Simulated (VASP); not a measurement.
# LiCl (Fm-3m) in VASP: a series of runs

LiCl is run at these levels: PBE; tasks: electric field gradients.

Everything below comes from runs of VASP 6.6.1. Logs are shortened: lines on timing, memory, paths and dates and some standing lists are left out, and cuts for length are marked.

## (1) The cell of the first run

It takes space group Fm-3m (No. 225, cubic). Conventional cell: a = 5.130 Å, b = 5.130 Å, c = 5.130 Å, α = 90.00°, β = 90.00°, γ = 90.00°. Within 3.4 Å of Li (site symmetry m-3m) lie 6 Cl at 2.56 Å. Cl (site symmetry m-3m) has 6 Li at 2.56 Å within 3.4 Å.

## (2) Electric field gradients, PBE

Input file INCAR:

```
SYSTEM = LiCl
PREC = Accurate
ENCUT = 520
EDIFF = 1E-8
ISMEAR = -1
SIGMA = 0.03
LREAL = .FALSE.
LASPH = .TRUE.
NELM = 80
ALGO = Normal
ISIF = 2
LWAVE = .FALSE.
LCHARG = .FALSE.
GGA = PE
LEFG = .TRUE.
NBANDS = 12
```

Input file KPOINTS:

```
regular mesh
0
G
  9 9 9
  0 0 0
```

Input file POSCAR:

```
LiCl
1.0
    0.0000000000      2.5647600000      2.5647600000
    2.5647600000      0.0000000000      2.5647600000
    2.5647600000      2.5647600000      0.0000000000
Li Cl
1 1
Direct
    0.0000000000      0.0000000000      0.0000000000
    0.5000000000      0.5000000000      0.5000000000
```

Potentials or basis: VASP PAW PBE potentials, release 64 (Li_sv, Cl).

On the command line:

```sh
> cat potpaw_PBE.64/Li_sv/POTCAR potpaw_PBE.64/Cl/POTCAR > POTCAR
> mpirun -np 1 vasp_std > vasp.out
```

OUTCAR:

```text
SYSTEM = LiCl
   PREC = Accurate
   ENCUT = 520
   EDIFF = 1E-8
   ISMEAR = -1
   LREAL = .FALSE.
   LASPH = .TRUE.
   NELM = 80
   ISIF = 2
   GGA = PE

 ion  position               nearest neighbor table
   1  0.000  0.000  0.000-   2 2.56   2 2.56   2 2.56   2 2.56   2 2.56   2 2.56
   2  0.500  0.500  0.500-   1 2.56   1 2.56   1 2.56   1 2.56   1 2.56   1 2.56

  LATTYP: Found a face centered cubic cell.
 ALAT       =     5.1295200000

  Lattice vectors:

 A1 = (   0.0000000000,   2.5647600000,   2.5647600000)
 A2 = (   2.5647600000,   0.0000000000,   2.5647600000)
 A3 = (   2.5647600000,   2.5647600000,   0.0000000000)

Analysis of symmetry for initial positions (statically):
=====================================================================
 Subroutine PRICEL returns:
 Original cell was already a primitive cell.

 Routine SETGRP: Setting up the symmetry group for a
 face centered cubic supercell.

 Subroutine GETGRP returns: Found 48 space group operations
 (whereof 48 operations were pure point group operations)
 out of a pool of 48 trial point group operations.

The static configuration has the point symmetry O_h .

Analysis of symmetry for dynamics (positions and initial velocities):
=====================================================================
 Subroutine PRICEL returns:
 Original cell was already a primitive cell.

 Routine SETGRP: Setting up the symmetry group for a
 face centered cubic supercell.

 Subroutine GETGRP returns: Found 48 space group operations
 (whereof 48 operations were pure point group operations)
 out of a pool of 48 trial point group operations.

The dynamic configuration has the point symmetry O_h .

 Subroutine INISYM returns: Found 48 space group operations
 (whereof 48 operations are pure point group operations),
 and found     1 'primitive' translations

----------------------------------------------------------------------------------------

                                     Primitive cell

  volume of cell :      33.7420

  direct lattice vectors                    reciprocal lattice vectors
     0.000000000  2.564760000  2.564760000    -0.194950015  0.194950015  0.194950015
     2.564760000  0.000000000  2.564760000     0.194950015 -0.194950015  0.194950015
     2.564760000  2.564760000  0.000000000     0.194950015  0.194950015 -0.194950015

  length of vectors
[... 127 lines left out ...]
  energy without entropy =       -7.38574995  energy(sigma->0) =       -7.38574995

 E-fermi :   1.3067     XC(G=0):  -8.7308

 val. band max:        0.5796901945   @ k =   0.0000   0.0000   0.0000
 cond. band min:       6.9206877399   @ k =   0.0000   0.0000   0.0000
 fundamental gap:      6.3409975454
 Fermi energy:         1.3067295378

 k-point     1 :       0.0000    0.0000    0.0000
  band No.  band energies     occupation
      1     -42.9427      2.00000
      2     -12.8170      2.00000
      3       0.5797      2.00000
      4       0.5797      2.00000
      5       0.5797      2.00000
      6       6.9207      0.00000
      7      12.5180      0.00000
      8      12.5180      0.00000
      9      12.5180      0.00000
     10      15.1083      0.00000
     11      15.1083      0.00000
     12      15.1114      0.00000
[... 331 lines left out ...]
 k-point    24 :       0.4444    0.4444    0.0000
  band No.  band energies     occupation
      1     -42.9394      2.00000
      2     -12.0330      2.00000
      3      -2.2290      2.00000
      4      -0.4917      2.00000
      5      -0.4917      2.00000
      6       8.5229      0.00000
      7       8.9364      0.00000
      8      12.7400      0.00000
      9      14.5462      0.00000
     10      14.5463      0.00000
     11      17.4937      0.00000
     12      19.3287      0.00000

 [... further k-points ...]
[... 5 lines left out ...]
  --------------------------------------------------------------------------------------
  -------------------------------------------------------------------------------------
  Total        0.0604862      0.0604862      0.0604862      0.0000000      0.0000000      0.0000000
  in kB        2.8720812      2.8720812      2.8720812      0.0000000      0.0000000      0.0000000
  external PRESSURE =       2.8720812 kB  Pullay stress =       0.0000000 kB

 VOLUME and BASIS-vectors are now :
 -----------------------------------------------------------------------------
  energy-cutoff  :      520.00
  volume of cell :       33.74
      direct lattice vectors                 reciprocal lattice vectors
     0.000000000  2.564760000  2.564760000    -0.194950015  0.194950015  0.194950015
     2.564760000  0.000000000  2.564760000     0.194950015 -0.194950015  0.194950015
     2.564760000  2.564760000  0.000000000     0.194950015  0.194950015 -0.194950015

 POSITION                                       TOTAL-FORCE (eV/Angst)
 -----------------------------------------------------------------------------------
      0.00000      0.00000      0.00000         0.000000      0.000000      0.000000
      2.56476      2.56476      2.56476        -0.000000     -0.000000     -0.000000
 -----------------------------------------------------------------------------------
    total drift:                                0.000000      0.000000      0.000000

  FREE ENERGIE OF THE ION-ELECTRON SYSTEM (eV)
  ---------------------------------------------------
  free  energy   TOTEN  =        -7.3857499467 eV

  energy  without entropy=       -7.3857499467  energy(sigma->0) =       -7.38574995

 Electric field gradients (V/A^2)
---------------------------------------------------------------------
 ion       V_xx      V_yy      V_zz      V_xy      V_xz      V_yz
---------------------------------------------------------------------
   1      -0.000    -0.000     0.000     0.002     0.002     0.002
   2       0.000     0.000    -0.000    -0.001    -0.001    -0.001
---------------------------------------------------------------------

 Electric field gradients after diagonalization (V/A^2)
 (convention: |V_zz| > |V_xx| > |V_yy|)
----------------------------------------------------------------------
 ion       V_xx      V_yy      V_zz     asymmetry (V_yy - V_xx)/ V_zz
----------------------------------------------------------------------
   1      -0.002    -0.002     0.003       0.000
   2       0.001     0.001    -0.001       0.000
----------------------------------------------------------------------

           NMR quadrupolar parameters

 Cq : quadrupolar parameter    Cq=e*Q*V_zz/h
 eta: asymmetry parameters     (V_yy - V_xx)/ V_zz
 Q  : nuclear electric quadrupole moment in mb (millibarn)
----------------------------------------------------------------------
 ion       Cq(MHz)       eta       Q (mb)
----------------------------------------------------------------------
   1       0.000       0.000       1.000
   2      -0.000       0.000       1.000
----------------------------------------------------------------------
```

stdout:

```text
POSCAR found type information on POSCAR LiCl
 POSCAR found :  2 types and       2 ions
 scaLAPACK will be used
 LDA part: xc-table for (Slater+PW92), standard interpolation
 POSCAR, INCAR and KPOINTS ok, starting setup
 FFT: planning ... GRIDC
 FFT: planning ... GRID_SOFT
 FFT: planning ... GRID
 WAVECAR not read
 entering main loop
ion   1

ion   2
```

It took 14 s on 1 thread of AMD EPYC 7R13 (Zen 3), shared host; peak memory 0.12 GiB.

What came out:

| Quantity | Value |
| --- | --- |
| Free energy | -7.3857 eV |
| Band gap on the k mesh | 6.34 eV, direct |

Caveat: the cutoff is under 1.25 times the usual one of these potentials, so pressure, stress and relaxed cells hold a basis-set (Pulay) error; without QUAD_EFG the Cq values of the log hold for a quadrupole moment of 1 mb, not for the nuclei. A k mesh can miss the band edges.

## (3) Electric field gradients, PBE

Input file INCAR:

```
ALGO = Normal
EDIFF = 1E-8
ENCUT = 520
GGA = PE
ISIF = 2
ISMEAR = -1
LASPH = True
LCHARG = False
LEFG = True
LREAL = False
LWAVE = False
NBANDS = 12
NELM = 80
PREC = Accurate
SIGMA = 0.03
```

Input file KPOINTS:

```
k-points
0
Gamma
  9 9 9
```

POSCAR is that of step 2.

Potentials or basis: VASP PAW PBE potentials, release 64 (Li_sv, Cl).

On the command line:

```sh
> cat potpaw_PBE.64/Li_sv/POTCAR potpaw_PBE.64/Cl/POTCAR > POTCAR
> mpirun -np 1 vasp_std > vasp.out
```

OUTCAR:

```text
EDIFF = 1E-8
   ENCUT = 520
   GGA = PE
   ISIF = 2
   ISMEAR = -1
   LASPH = True
   LREAL = False
   NELM = 80
   PREC = Accurate

 ion  position               nearest neighbor table
   1  0.000  0.000  0.000-   2 2.56   2 2.56   2 2.56   2 2.56   2 2.56   2 2.56
   2  0.500  0.500  0.500-   1 2.56   1 2.56   1 2.56   1 2.56   1 2.56   1 2.56

  LATTYP: Found a face centered cubic cell.
 ALAT       =     5.1295200000

  Lattice vectors:

 A1 = (   0.0000000000,   2.5647600000,   2.5647600000)
 A2 = (   2.5647600000,   0.0000000000,   2.5647600000)
 A3 = (   2.5647600000,   2.5647600000,   0.0000000000)

Analysis of symmetry for initial positions (statically):
=====================================================================
 Subroutine PRICEL returns:
 Original cell was already a primitive cell.

 Routine SETGRP: Setting up the symmetry group for a
 face centered cubic supercell.

 Subroutine GETGRP returns: Found 48 space group operations
 (whereof 48 operations were pure point group operations)
 out of a pool of 48 trial point group operations.

The static configuration has the point symmetry O_h .

Analysis of symmetry for dynamics (positions and initial velocities):
=====================================================================
 Subroutine PRICEL returns:
 Original cell was already a primitive cell.

 Routine SETGRP: Setting up the symmetry group for a
 face centered cubic supercell.

 Subroutine GETGRP returns: Found 48 space group operations
 (whereof 48 operations were pure point group operations)
 out of a pool of 48 trial point group operations.

The dynamic configuration has the point symmetry O_h .

 Subroutine INISYM returns: Found 48 space group operations
 (whereof 48 operations are pure point group operations),
 and found     1 'primitive' translations

----------------------------------------------------------------------------------------

                                     Primitive cell

  volume of cell :      33.7420

  direct lattice vectors                    reciprocal lattice vectors
     0.000000000  2.564760000  2.564760000    -0.194950015  0.194950015  0.194950015
     2.564760000  0.000000000  2.564760000     0.194950015 -0.194950015  0.194950015
     2.564760000  2.564760000  0.000000000     0.194950015  0.194950015 -0.194950015

  length of vectors
     3.627118376  3.627118376  3.627118376     0.337663331  0.337663331  0.337663331

  position of ions in fractional coordinates (direct lattice)
     0.000000000  0.000000000  0.000000000
     0.500000000  0.500000000  0.500000000

  ion indices of the primitive-cell ions
   primitive index   ion index
                 1           1
                 2           2

----------------------------------------------------------------------------------------

 KPOINTS: k-points

Automatic generation of k-mesh.
 Grid dimensions read from file:
 generate k-points for:    9    9    9

 Generating k-lattice:

[... 78 lines left out ...]
   IALGO  =     38    algorithm
   IMIX   =      4    mixing-type and parameters
     AMIX     =   0.40;   BMIX     =  1.00
     AMIX_MAG =   1.60;   BMIX_MAG =  1.00
  volume/ion in A,a.u.               =      16.87       113.85
  Fermi-wavevector in a.u.,A,eV,Ry     =   1.091486  2.062609 16.209183  1.191341
  Thomas-Fermi vector in A             =   2.227732
   LORBIT       =      0    0 simple, 1 ext, 2 COOP (PROOUT), +10 PAW based schemes
   GGA     = PE    functional components
   LHFCALC =     F    Hartree Fock is set to
   AEXX    =    0.0000 exact exchange contribution
   IVDW    =     0    specifies the selected vdW correction
   LEPSILON=     F    determine dielectric tensor
   LRPA    =     F    only Hartree local field effects (RPA)
 non-spin polarized calculation
  energy-cutoff  :      520.00
  volume of cell :       33.74
 maximum number of plane-waves:       922
   NGX = 13   NGY = 13   NGZ = 13

 number of electron      10.0000005 magnetization

 Free energy of the ion-electron system (eV)
  ---------------------------------------------------
  ext. energy  EPLUGINS =         0.00000000
  ---------------------------------------------------
  free energy    TOTEN  =        -7.38574995 eV

  energy without entropy =       -7.38574995  energy(sigma->0) =       -7.38574995

 E-fermi :   1.3067     XC(G=0):  -8.7308

 val. band max:        0.5796901945   @ k =   0.0000   0.0000   0.0000
 cond. band min:       6.9206877399   @ k =   0.0000   0.0000   0.0000
 fundamental gap:      6.3409975454
 Fermi energy:         1.3067295378

 k-point     1 :       0.0000    0.0000    0.0000
  band No.  band energies     occupation
      1     -42.9427      2.00000
      2     -12.8170      2.00000
      3       0.5797      2.00000
      4       0.5797      2.00000
      5       0.5797      2.00000
      6       6.9207      0.00000
      7      12.5180      0.00000
      8      12.5180      0.00000
      9      12.5180      0.00000
     10      15.1083      0.00000
     11      15.1083      0.00000
     12      15.1114      0.00000
[... 331 lines left out ...]
 k-point    24 :       0.4444    0.4444    0.0000
  band No.  band energies     occupation
      1     -42.9394      2.00000
      2     -12.0330      2.00000
      3      -2.2290      2.00000
      4      -0.4917      2.00000
      5      -0.4917      2.00000
      6       8.5229      0.00000
      7       8.9364      0.00000
      8      12.7400      0.00000
      9      14.5462      0.00000
     10      14.5463      0.00000
     11      17.4937      0.00000
     12      19.3287      0.00000

 [... further k-points ...]

------------------------ aborting loop because EDIFF is reached ----------------------------------------

  FORCE on cell =-STRESS in cart. coord.  units (eV):
  Direction    XX          YY          ZZ          XY          YZ          ZX
  --------------------------------------------------------------------------------------
  -------------------------------------------------------------------------------------
  Total        0.0604862      0.0604862      0.0604862      0.0000000      0.0000000      0.0000000
  in kB        2.8720812      2.8720812      2.8720812      0.0000000      0.0000000      0.0000000
  external PRESSURE =       2.8720812 kB  Pullay stress =       0.0000000 kB

 VOLUME and BASIS-vectors are now :
 -----------------------------------------------------------------------------
  energy-cutoff  :      520.00
  volume of cell :       33.74
      direct lattice vectors                 reciprocal lattice vectors
     0.000000000  2.564760000  2.564760000    -0.194950015  0.194950015  0.194950015
     2.564760000  0.000000000  2.564760000     0.194950015 -0.194950015  0.194950015
     2.564760000  2.564760000  0.000000000     0.194950015  0.194950015 -0.194950015

 POSITION                                       TOTAL-FORCE (eV/Angst)
 -----------------------------------------------------------------------------------
      0.00000      0.00000      0.00000         0.000000      0.000000      0.000000
      2.56476      2.56476      2.56476        -0.000000     -0.000000     -0.000000
 -----------------------------------------------------------------------------------
    total drift:                                0.000000      0.000000      0.000000

  FREE ENERGIE OF THE ION-ELECTRON SYSTEM (eV)
  ---------------------------------------------------
  free  energy   TOTEN  =        -7.3857499467 eV

  energy  without entropy=       -7.3857499467  energy(sigma->0) =       -7.38574995

 Electric field gradients (V/A^2)
---------------------------------------------------------------------
 ion       V_xx      V_yy      V_zz      V_xy      V_xz      V_yz
---------------------------------------------------------------------
   1      -0.000    -0.000     0.000     0.002     0.002     0.002
   2       0.000     0.000    -0.000    -0.001    -0.001    -0.001
---------------------------------------------------------------------

 Electric field gradients after diagonalization (V/A^2)
 (convention: |V_zz| > |V_xx| > |V_yy|)
----------------------------------------------------------------------
 ion       V_xx      V_yy      V_zz     asymmetry (V_yy - V_xx)/ V_zz
----------------------------------------------------------------------
   1      -0.002    -0.002     0.003       0.000
   2       0.001     0.001    -0.001       0.000
----------------------------------------------------------------------

           NMR quadrupolar parameters

 Cq : quadrupolar parameter    Cq=e*Q*V_zz/h
 eta: asymmetry parameters     (V_yy - V_xx)/ V_zz
 Q  : nuclear electric quadrupole moment in mb (millibarn)
----------------------------------------------------------------------
 ion       Cq(MHz)       eta       Q (mb)
----------------------------------------------------------------------
   1       0.000       0.000       1.000
   2      -0.000       0.000       1.000
----------------------------------------------------------------------
```

OSZICAR:

```text
N       E                     dE             d eps       ncg     rms          rms(c)
DAV:   1     0.413766894111E+02    0.41377E+02   -0.41230E+03   840   0.764E+02
DAV:   2    -0.477568831041E+01   -0.46152E+02   -0.43975E+02  1060   0.145E+02
DAV:   3    -0.737040152226E+01   -0.25947E+01   -0.25882E+01  1124   0.348E+01
DAV:   4    -0.744933372539E+01   -0.78932E-01   -0.78888E-01  1164   0.590E+00
DAV:   5    -0.745046942117E+01   -0.11357E-02   -0.11357E-02  1136   0.608E-01    0.239E+00
DAV:   6    -0.737977779055E+01    0.70692E-01   -0.15295E-01  1048   0.182E+00    0.170E+00
DAV:   7    -0.738157604559E+01   -0.17983E-02   -0.49505E-02  1248   0.116E+00    0.926E-01
DAV:   8    -0.738573355354E+01   -0.41575E-02   -0.63875E-03  1024   0.549E-01    0.156E-01
DAV:   9    -0.738569300688E+01    0.40547E-04   -0.19955E-04  1048   0.987E-02    0.541E-02
DAV:  10    -0.738574271219E+01   -0.49705E-04   -0.12046E-04   988   0.737E-02    0.513E-02
DAV:  11    -0.738574922961E+01   -0.65174E-05   -0.13668E-05  1104   0.236E-02    0.195E-03
DAV:  12    -0.738575018592E+01   -0.95631E-06   -0.50522E-07  1048   0.525E-03    0.483E-03
DAV:  13    -0.738574989131E+01    0.29461E-06   -0.17152E-07  1056   0.267E-03    0.373E-04
DAV:  14    -0.738574999731E+01   -0.10600E-06   -0.32362E-09   792   0.464E-04    0.436E-04
DAV:  15    -0.738574994536E+01    0.51949E-07   -0.14778E-09   540   0.282E-04    0.910E-05
DAV:  16    -0.738574994673E+01   -0.13686E-08   -0.68289E-10   508   0.158E-04
   1 F= -.73857499E+01 E0= -.73857499E+01  d E =-.140048E-11
```

Run time: 14 s. Hardware: 1 thread of AMD EPYC 7R13 (Zen 3), shared host; peak memory 0.12 GiB.

What came out:

```yaml
Free_energy: -7.3857 eV
Band_gap_on_the_k_mesh: 6.34 eV, direct
```

Levels at points of the mesh, in eV from the valence-band top:
```
           k point  band 1  band 2  band 3  band 4  band 5  band 6  band 7  band 8  band 9  band 10
(0.00, 0.00, 0.00)  -43.52  -13.40    0.00    0.00    0.00    6.34   11.94   11.94   11.94    14.53
```

Caveat: the cutoff is under 1.25 times the usual one of these potentials, so pressure, stress and relaxed cells hold a basis-set (Pulay) error; without QUAD_EFG the Cq values of the log hold for a quadrupole moment of 1 mb, not for the nuclei. A k mesh can miss the band edges.

(Part 1 of 3 ends here.)
